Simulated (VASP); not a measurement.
# C in VASP: further runs

C is run at these levels: PBEsol; tasks: single point.

All numbers are computed with VASP 6.6.1; they aren't measurements. Logs are shortened: lines on timing, memory, paths and dates and some standing lists are left out, and cuts for length are marked.

### 1 The cell of the first run

It takes space group Fd-3m (No. 227, cubic). Conventional cell: a = 3.281 Å, b = 3.281 Å, c = 3.281 Å, α = 90.00°, β = 90.00°, γ = 90.00°. Within 1.9 Å of C (site symmetry -43m) lie 4 C at 1.42 Å.

### 2 Single point, PBEsol (strain -0.080 along x and y, -0.080 along z)

Contents of INCAR:

```
SYSTEM = C
PREC     = Accurate       ! precision mode
ENCUT    = 520            ! plane-wave cutoff, eV
EDIFF    = 1E-6           ! SCF threshold, eV
ISMEAR   = 0              ! smearing method
SIGMA    = 0.05           ! smearing width, eV
LREAL    = .False.        ! projectors in reciprocal space
LASPH    = .True.         ! aspherical terms in the spheres
NELM     = 100            ! most SCF steps
ALGO     = Normal         ! electronic algorithm
ISIF     = 2              ! what is computed and relaxed
LWAVE    = .False.        ! write WAVECAR
LCHARG   = .True.         ! write CHGCAR
GGA      = PS             ! functional
LELF     = .True.         ! ELF
LVHAR    = .True.       
NBANDS   = 11             ! bands
```

Contents of KPOINTS:

```
regular mesh
0
Gamma
  12 12 12
  0 0 0
```

Contents of POSCAR:

```
C
1.0
    0.0000000000      1.6407280000      1.6407280000
    1.6407280000      0.0000000000      1.6407280000
    1.6407280000      1.6407280000      0.0000000000
C
2
Direct
    0.5000000000      0.5000000000      0.5000000000
    0.7500000000      0.7500000000      0.7500000000
```

Potentials or basis: VASP PAW PBE potentials, release 64 (C).

Started as:

```console
> cat potpaw_PBE.64/C/POTCAR > POTCAR
> mpirun -np 1 vasp_std > vasp.out
```

OUTCAR:

```text
SYSTEM = C
   PREC = Accurate
   ENCUT = 520
   EDIFF = 1E-6
   ISMEAR = 0
   LREAL = .False.
   LASPH = .True.
   NELM = 100
   ISIF = 2
   GGA = PS

 ion  position               nearest neighbor table
   1  0.500  0.500  0.500-   2 1.42   2 1.42   2 1.42   2 1.42
   2  0.750  0.750  0.750-   1 1.42   1 1.42   1 1.42   1 1.42

  LATTYP: Found a face centered cubic cell.
 ALAT       =     3.2814560000

  Lattice vectors:

 A1 = (   0.0000000000,   1.6407280000,   1.6407280000)
 A2 = (   1.6407280000,   0.0000000000,   1.6407280000)
 A3 = (   1.6407280000,   1.6407280000,   0.0000000000)

Analysis of symmetry for initial positions (statically):
=====================================================================
 Subroutine PRICEL returns:
 Original cell was already a primitive cell.

 Routine SETGRP: Setting up the symmetry group for a
 face centered cubic supercell.

 Subroutine GETGRP returns: Found 48 space group operations
 (whereof 24 operations were pure point group operations)
 out of a pool of 48 trial point group operations.

The static configuration has the point symmetry T_d .
 The point group associated with its full space group is O_h .

Analysis of symmetry for dynamics (positions and initial velocities):
=====================================================================
 Subroutine PRICEL returns:
 Original cell was already a primitive cell.

 Routine SETGRP: Setting up the symmetry group for a
 face centered cubic supercell.

 Subroutine GETGRP returns: Found 48 space group operations
 (whereof 24 operations were pure point group operations)
 out of a pool of 48 trial point group operations.

The dynamic configuration has the point symmetry T_d .
 The point group associated with its full space group is O_h .

 Subroutine INISYM returns: Found 48 space group operations
 (whereof 24 operations are pure point group operations),
 and found     1 'primitive' translations

----------------------------------------------------------------------------------------

                                     Primitive cell

  volume of cell :       8.8336

  direct lattice vectors                    reciprocal lattice vectors
     0.000000000  1.640728000  1.640728000    -0.304742773  0.304742773  0.304742773
     1.640728000  0.000000000  1.640728000     0.304742773 -0.304742773  0.304742773
[... 86 lines left out ...]
   LREAL  =      F    real-space projection
   EDIFFG = 0.1E-04   stopping-criterion for IOM
   NSW    =      0    number of steps for IOM
   IBRION =     -1    ionic relax: 0-MD 1-quasi-New 2-CG
   NFREE  =      0    steps in history (QN), initial steepest desc. (CG)
   ISIF   =      2    stress and relaxation
   ISYM   =      2    0-nonsym 1-usesym 2-fastsym
   POTIM  = 0.5000    time-step for ionic-motion
   TEBEG  =    0.0;   TEEND  =   0.0 temperature during run
   PSTRESS=    0.0 pullay stress
   NELECT =       8.0000    total number of electrons
   NUPDOWN=      -1.0000    fix difference up-down
   EMIN   =  10.00;   EMAX   =-10.00  energy-range for DOS
   EFERMI =   0.00;   METHOD = LEGACY
   ISMEAR =     0;   SIGMA  =   0.05  broadening in eV -4-tet -1-fermi 0-gaus
   EFERMI_NEDOS =   21; number of points for ismear=-14 and -15
   IALGO  =     38    algorithm
   IMIX   =      4    mixing-type and parameters
     AMIX     =   0.40;   BMIX     =  1.00
     AMIX_MAG =   1.60;   BMIX_MAG =  1.00
  volume/ion in A,a.u.               =       4.42        29.81
  Fermi-wavevector in a.u.,A,eV,Ry     =   1.583890  2.993117 34.133021  2.508706
  Thomas-Fermi vector in A             =   2.683591
   LORBIT       =      0    0 simple, 1 ext, 2 COOP (PROOUT), +10 PAW based schemes
   GGA     = PS    functional components
   LHFCALC =     F    Hartree Fock is set to
   AEXX    =    0.0000 exact exchange contribution
   IVDW    =     0    specifies the selected vdW correction
   LEPSILON=     F    determine dielectric tensor
   LRPA    =     F    only Hartree local field effects (RPA)
 non-spin polarized calculation
 Gauss-broadening in eV      SIGMA  =   0.05
  energy-cutoff  :      520.00
  volume of cell :        8.83
 maximum number of plane-waves:       259
 NGX is ok and might be reduce to    18
   NGX =  9   NGY =  9   NGZ =  9

 number of electron       8.0000002 magnetization

 Free energy of the ion-electron system (eV)
  ---------------------------------------------------
  ext. energy  EPLUGINS =         0.00000000
  ---------------------------------------------------
  free energy    TOTEN  =       -18.19468142 eV

  energy without entropy =      -18.19468142  energy(sigma->0) =      -18.19468142

 E-fermi :  14.0607     XC(G=0): -14.7047

 val. band max:       13.6777977626   @ k =   0.0000   0.0000   0.0000
 cond. band min:      18.3231083687   @ k =   0.4167   0.4167   0.0000
 fundamental gap:      4.6453106061
 Fermi energy:        14.0607174717

 k-point     1 :       0.0000    0.0000    0.0000
  band No.  band energies     occupation
      1     -11.5090      2.00000
      2      13.6778      2.00000
      3      13.6778      2.00000
      4      13.6778      2.00000
      5      19.9114      0.00000
      6      19.9114      0.00000
      7      19.9114      0.00000
      8      33.1543      0.00000
      9      36.2344      0.00000
     10      43.1311      0.00000
     11      43.1311      0.00000
[... 309 lines left out ...]
 k-point    24 :      -0.4167    0.1667    0.0000
  band No.  band energies     occupation
      1      -3.7957      2.00000
      2      -1.6462      2.00000
      3       7.0373      2.00000
      4       9.1160      2.00000
      5      22.0038      0.00000
      6      25.5028      0.00000
      7      28.3991      0.00000
      8      32.1176      0.00000
      9      36.2425      0.00000
     10      40.7579      0.00000
     11      43.5166      0.00000

 [... further k-points ...]
[... 5 lines left out ...]
  --------------------------------------------------------------------------------------
  -------------------------------------------------------------------------------------
  Total        9.2508296      9.2508296      9.2508296     -0.0000000     -0.0000000      0.0000000
  in kB     1677.8436864   1677.8436864   1677.8436864     -0.0000000     -0.0000000      0.0000000
  external PRESSURE =    1677.8436864 kB  Pullay stress =       0.0000000 kB

 VOLUME and BASIS-vectors are now :
 -----------------------------------------------------------------------------
  energy-cutoff  :      520.00
  volume of cell :        8.83
      direct lattice vectors                 reciprocal lattice vectors
     0.000000000  1.640728000  1.640728000    -0.304742773  0.304742773  0.304742773
     1.640728000  0.000000000  1.640728000     0.304742773 -0.304742773  0.304742773
     1.640728000  1.640728000  0.000000000     0.304742773  0.304742773 -0.304742773

 POSITION                                       TOTAL-FORCE (eV/Angst)
 -----------------------------------------------------------------------------------
      1.64073      1.64073      1.64073         0.000000      0.000000      0.000000
      2.46109      2.46109      2.46109        -0.000000     -0.000000     -0.000000
 -----------------------------------------------------------------------------------
    total drift:                                0.000000     -0.000000      0.000000

  FREE ENERGIE OF THE ION-ELECTRON SYSTEM (eV)
  ---------------------------------------------------
  free  energy   TOTEN  =       -18.1946814229 eV

  energy  without entropy=      -18.1946814229  energy(sigma->0) =      -18.19468142
```

OSZICAR:

```text
N       E                     dE             d eps       ncg     rms          rms(c)
DAV:   1     0.548821628231E+00    0.54882E+00   -0.51315E+03  1712   0.724E+02
DAV:   2    -0.191803061533E+02   -0.19729E+02   -0.19240E+02  2003   0.137E+02
DAV:   3    -0.194623131251E+02   -0.28201E+00   -0.28159E+00  1884   0.121E+01
DAV:   4    -0.194625893258E+02   -0.27620E-03   -0.27620E-03  1671   0.475E-01
DAV:   5    -0.194625895202E+02   -0.19438E-06   -0.19437E-06  1842   0.118E-02    0.769E+00
DAV:   6    -0.185159605531E+02    0.94663E+00   -0.50250E-01  1611   0.517E+00    0.457E+00
DAV:   7    -0.181935963511E+02    0.32236E+00   -0.57622E-01  1728   0.558E+00    0.114E+00
DAV:   8    -0.181946624170E+02   -0.10661E-02   -0.11271E-02  1721   0.908E-01    0.331E-02
DAV:   9    -0.181946745868E+02   -0.12170E-04   -0.95031E-06  1843   0.293E-02    0.259E-02
DAV:  10    -0.181946814866E+02   -0.68998E-05   -0.21374E-06  1767   0.140E-02    0.396E-03
DAV:  11    -0.181946814229E+02    0.63729E-07   -0.57467E-08   906   0.226E-03
   1 F= -.18194681E+02 E0= -.18194681E+02  d E =-.165225E-29
```

It took 3.7 s on 1 thread of Intel Xeon Platinum 8559C (Emerald Rapids), shared host; peak memory 0.11 GiB.

What came out:

- Free energy: -18.1947 eV
- Pressure: 167.8 GPa
- Band gap on the k mesh: 4.65 eV, indirect (least direct gap 6.23 eV)

Levels at points of the mesh, in eV from the valence-band top:
```csv
k point,band 1,band 2,band 3,band 4,band 5,band 6,band 7,band 8
"(0.00, 0.00, 0.00)",-25.19,0.00,0.00,0.00,6.23,6.23,6.23,19.48
"(0.50, 0.00, 0.00)",-17.75,-16.58,-3.52,-3.52,9.41,9.41,12.50,17.61
"(0.50, 0.50, 0.00)",-14.77,-14.77,-8.01,-8.01,5.11,5.11,20.94,20.94
```

Caveat: the cell differs from its parent crystal (strain -0.080 along x and y, -0.080 along z); the PAW data sets were made with another functional, which shifts forces and pressure a little.

### 3 Single point, PBEsol (strain -0.040 along x and y, -0.040 along z)

Contents of INCAR:

```
PREC = Accurate
ENCUT = 520
EDIFF = 1E-6
ISMEAR = 0
SIGMA = 0.05
LREAL = False
LASPH = True
NELM = 80
ALGO = Normal
ISIF = 2
LWAVE = False
LCHARG = True
GGA = PS
LELF = True
LVHAR = True
NBANDS = 11
```

Contents of KPOINTS:

```
regular mesh
0
Gamma
  12 12 12
```

Contents of POSCAR:

```
C
1.0
    0.0000000000      1.7120640000      1.7120640000
    1.7120640000      0.0000000000      1.7120640000
    1.7120640000      1.7120640000      0.0000000000
C
2
Direct
    0.5000000000      0.5000000000      0.5000000000
    0.7500000000      0.7500000000      0.7500000000
```

Potentials or basis: VASP PAW PBE potentials, release 64 (C).

Started as:

```console
> cat potpaw_PBE.64/C/POTCAR > POTCAR
> mpirun -np 1 vasp_std > vasp.out
```

Run time: 3.9 s. Hardware: 1 thread of Intel Xeon Platinum 8559C (Emerald Rapids), shared host; peak memory 0.11 GiB.

The run converged. Its results:

```
Free energy            : -19.0294 eV
Pressure               : 63.1 GPa
Band gap on the k mesh : 4.33 eV, indirect (least direct gap 5.88 eV)
```

Levels at points of the mesh, in eV from the valence-band top:
```csv
k point,band 1,band 2,band 3,band 4,band 5,band 6,band 7,band 8
"(0.00, 0.00, 0.00)",-23.24,0.00,0.00,0.00,5.88,5.88,5.88,16.26
"(0.50, 0.00, 0.00)",-16.66,-14.90,-3.14,-3.14,8.89,8.89,10.56,16.56
"(0.50, 0.50, 0.00)",-13.69,-13.69,-7.12,-7.12,4.85,4.85,18.74,18.74
```

Caveat: the cell differs from its parent crystal (strain -0.040 along x and y, -0.040 along z); the PAW data sets were made with another functional, which shifts forces and pressure a little. A k mesh can miss the band edges.

### 4 Single point, PBEsol (strain +0.040 along x and y, +0.040 along z)

Contents of INCAR:

```
SYSTEM = C
PREC = Accurate
ENCUT = 520
EDIFF = 1E-6
ISMEAR = 0
SIGMA = 0.05
LREAL = .FALSE.
LASPH = .TRUE.
NELM = 60
ALGO = Normal
ISIF = 2
LWAVE = .FALSE.
LCHARG = .FALSE.
GGA = PS
NBANDS = 11
```

Contents of KPOINTS:

```
Automatic mesh
0
G
  12 12 12
  0 0 0
```

Contents of POSCAR:

```
C
1.0
    0.0000000000      1.8547360000      1.8547360000
    1.8547360000      0.0000000000      1.8547360000
    1.8547360000      1.8547360000      0.0000000000
C
2
Direct
    0.5000000000      0.5000000000      0.5000000000
    0.7500000000      0.7500000000      0.7500000000
```

Started as:

```console
> cat potpaw_PBE.64/C/POTCAR > POTCAR
> mpirun -np 1 vasp_std > vasp.out
```

Run time: 4.3 s. Hardware: 1 thread of Intel Xeon Platinum 8559C (Emerald Rapids), shared host; peak memory 0.11 GiB.

It converged, with:

```
Free energy            : -19.0171 eV
Pressure               : -45.0 GPa
Band gap on the k mesh : 3.77 eV, indirect (least direct gap 5.22 eV)
```

Levels at points of the mesh, in eV from the valence-band top:
```
           k point  band 1  band 2  band 3  band 4  band 5  band 6  band 7  band 8  band 9
(0.00, 0.00, 0.00)  -20.00    0.00    0.00    0.00    5.22    5.22    5.22   10.79   17.51
(0.50, 0.00, 0.00)  -14.82  -12.23   -2.52   -2.52    7.31    7.89    7.89   14.41   20.04
(0.50, 0.50, 0.00)  -11.99  -11.99   -5.66   -5.66    4.35    4.35   15.08   15.08   21.00
```

Caveat: the cell differs from its parent crystal (strain +0.040 along x and y, +0.040 along z); the PAW data sets were made with another functional, which shifts forces and pressure a little.

### 5 Single point, PBEsol (strain +0.080 along x and y, +0.080 along z)

Contents of INCAR:

```
SYSTEM = C
PREC = Accurate
ENCUT = 520
EDIFF = 1E-6
ISMEAR = 0
SIGMA = 0.05
LREAL = .False.
LASPH = .True.
NELM = 100
ALGO = Normal
ISIF = 2
LWAVE = .False.
LCHARG = .True.
GGA = PS
LELF = .True.
LVHAR = .True.
NBANDS = 11
```

Contents of KPOINTS:

```
Automatic mesh
0
Gamma
  12 12 12
  0 0 0
```

Contents of POSCAR:

```
C
1.0
    0.0000000000      1.9260720000      1.9260720000
    1.9260720000      0.0000000000      1.9260720000
    1.9260720000      1.9260720000      0.0000000000
C
2
Direct
    0.5000000000      0.5000000000      0.5000000000
    0.7500000000      0.7500000000      0.7500000000
```

Started as:

```console
> cat potpaw_PBE.64/C/POTCAR > POTCAR
> mpirun -np 1 vasp_std > vasp.out
```

It took 4.6 s on 1 thread of Intel Xeon Platinum 8559C (Emerald Rapids), shared host; peak memory 0.12 GiB.

It converged, with:

- Free energy: -18.4630 eV
- Pressure: -68.7 GPa
- Band gap on the k mesh: 3.53 eV, indirect (least direct gap 4.91 eV)

Levels at points of the mesh, in eV from the valence-band top:
| k point | band 2 | band 3 | band 4 | band 5 | band 6 | band 7 |
| --- | --- | --- | --- | --- | --- | --- |
| (0.00, 0.00, 0.00) | 0.00 | 0.00 | 0.00 | 4.91 | 4.91 | 4.91 |
| (0.50, 0.00, 0.00) | -11.16 | -2.26 | -2.26 | 5.95 | 7.41 | 7.41 |
| (0.50, 0.50, 0.00) | -11.31 | -5.06 | -5.06 | 4.10 | 4.10 | 13.56 |

Caveat: the cell differs from its parent crystal (strain +0.080 along x and y, +0.080 along z); the PAW data sets were made with another functional, which shifts forces and pressure a little. A k mesh can miss the band edges.

### 6 Single point, PBEsol (strain -0.080 along x and y, -0.040 along z)

Contents of INCAR:

```
SYSTEM = C
  PREC = Accurate
  ENCUT = 520
  EDIFF = 1E-6
  ISMEAR = 0
  SIGMA = 0.05
  LREAL = .False.
  LASPH = .True.
  NELM = 60
  ALGO = Normal
  ISIF = 2
  LWAVE = .False.
  LCHARG = .True.
  GGA = PS
  LELF = .True.
  LVHAR = .True.
  NBANDS = 11
```

KPOINTS is that of step 5.

Contents of POSCAR:

```
C
1.0
    0.0000000000      1.6407280000      1.7120640000
    1.6407280000      0.0000000000      1.7120640000
    1.6407280000      1.6407280000      0.0000000000
C
2
Direct
    0.5000000000      0.5000000000      0.5000000000
    0.7500000000      0.7500000000      0.7500000000
```

Potentials or basis: VASP PAW PBE potentials, release 64 (C).

Started as:

```console
> cat potpaw_PBE.64/C/POTCAR > POTCAR
> mpirun -np 1 vasp_std > vasp.out
```

It took 7.3 s on 1 thread of Intel Xeon Platinum 8559C (Emerald Rapids), shared host; peak memory 0.12 GiB.

It converged, with:

```yaml
Free_energy: -18.5085 eV
Pressure: 128.2 GPa
Band_gap_on_the_k_mesh: 3.91 eV, indirect (least direct gap 5.69 eV)
```

Stress tensor (GPa, compression positive):
```
144.92   0.00   0.00
  0.00 144.92   0.00
  0.00   0.00  94.76
```

Levels at points of the mesh, in eV from the valence-band top:
```tsv
k point	band 1	band 2	band 3	band 4	band 5	band 6	band 7	band 8	band 9
(0.00, 0.00, 0.00)	-24.78	-0.78	0.00	0.00	5.69	5.69	6.26	18.10	21.65
(0.50, 0.00, 0.00)	-17.63	-16.25	-4.13	-3.17	8.41	9.26	11.88	17.04	24.65
(0.50, 0.50, 0.00)	-15.19	-15.19	-7.44	-7.44	5.54	5.54	19.75	19.75	26.57
(0.50, 0.00, 0.50)	-14.38	-14.38	-8.20	-8.20	4.40	4.40	19.87	19.87	27.24
```

Caveat: the cell differs from its parent crystal (strain -0.080 along x and y, -0.040 along z); the PAW data sets were made with another functional, which shifts forces and pressure a little. A k mesh can miss the band edges.

### 7 Overview

| cell | gap on the mesh (eV) | pressure (GPa) |
| --- | --- | --- |
| a = 2.320 Å, angles 60.0°, 2 atoms | 4.65 | 167.8 |
| a = 2.421 Å, angles 60.0°, 2 atoms | 4.33 | 63.1 |
| a = 2.623 Å, angles 60.0°, 2 atoms | 3.77 | -45.0 |
| a = 2.724 Å, angles 60.0°, 2 atoms | 3.53 | -68.7 |
| a = 2.371, b = 2.371, c = 2.320 Å, angles 60.7, 60.7, 58.6°, 2 atoms | 3.91 | 128.2 |

Alike in all rows: task single point; level PBEsol; potentials or basis VASP PAW PBE potentials, release 64 (C); no spin polarisation; k mesh 12 × 12 × 12; cutoff (eV) 520; smearing gaussian 0.05 eV.

Caveats: the PAW data sets were made with another functional, which shifts forces and pressure a little.

Total energies depend on the potentials used, so only differences within one code and one set of settings carry meaning.
